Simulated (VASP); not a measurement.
Set up this calculation in VASP 6.6.1, as the native input.

* Task: single point
* Functional: PBEsol
* Potentials or basis: VASP PAW PBE potentials, release 64 (Pd)
* Cutoff: 520 eV
* k mesh: 11 × 11 × 3
* Occupations: fermi-dirac, width 0.05 eV
* Spin: no spin polarisation
* Dipole correction: no
* Further INCAR settings: ALGO = Fast; EDIFF = 1e-06; NBANDS = 28

The structure of Pd lies in POSCAR:

```
Pd
1.0
    2.7625616691      0.0000000000      0.0000000000
   -1.3812808346      2.3924485850      0.0000000000
    0.0000000000      0.0000000000      9.1183940900
Pd
4
Direct
    0.6564510000      0.3288310000      0.7487340000
   -0.0000360000      0.0100860000      0.5012050000
    0.3415370000      0.6798650000      0.2517530000
    0.0018860000     -0.0026890000     -0.0010740000
```

This cell differs from its parent crystal: atoms moved at random.

One way to write it, as run:

INCAR

```
SYSTEM = Pd
PREC = Accurate
ENCUT = 520
EDIFF = 1E-6
ISMEAR = -1
SIGMA = 0.05
LREAL = .False.
LASPH = .True.
NELM = 100
ALGO = Fast
ISIF = 2
LWAVE = .False.
LCHARG = .False.
GGA = PS
NBANDS = 28
```

KPOINTS

```
Automatic mesh
0
Gamma
  11 11 3
  0 0 0
```

Potentials or basis: VASP PAW PBE potentials, release 64 (Pd).

Command:

```console
$ cat potpaw_PBE.64/Pd/POTCAR > POTCAR
$ mpirun -np 1 vasp_std > vasp.out
```

It gave:

* Pressure: -6.2 GPa
* Largest force: 0.127 eV/Å
* Band gap on the k mesh: zero (band 20 reaches 9.47 eV, above the bottom of band 21 at 8.60 eV)

Caveat: the cell differs from its parent crystal (atoms moved at random); the PAW data sets were made with another functional, which shifts forces and pressure a little.

Wall time 4.4 min on 1 thread of AMD EPYC 9R45 96-Core Processor (Zen 5) (shared host), peak memory 0.32 GiB.
